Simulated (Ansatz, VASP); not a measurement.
## Two plane-wave programs on Co

```
Co
1.0
     2.45839    0.00000    0.00000
    -1.22920    2.12903    0.00000
     0.00000    0.00000    3.96069
Co
2
Direct
  0.33333 0.66667 0.25000
  0.66667 0.33333 0.75000
```

Alike in both runs: task single point; functional PBE; k mesh 15 × 15 × 8; occupations methfessel-paxton of order 1, width 0.01 eV; no spin polarisation.

```csv
,VASP,Ansatz
version,VASP 6.6.1,Ansatz 0.2.0
potentials or method,"VASP PAW PBE potentials, release 64 (Co), cutoff 600 eV","plane waves (420 eV) with PAW, scalar-relativistic"
valence electrons in the cell,18,34
```

|  | VASP | Ansatz | Ansatz less VASP |
| --- | --- | --- | --- |
| pressure (GPa) | -2.0 | -1.1 | +0.87 |
| traceless stress, the component that is largest in VASP (GPa) | -0.09 | 0.00 | +0.093 |

The functional is the same, so the differences come from potentials, cutoffs and numerics. VASP's potentials hold 18 valence electrons a cell and Ansatz's 34, so a difference there can come from the potentials and not from the codes.
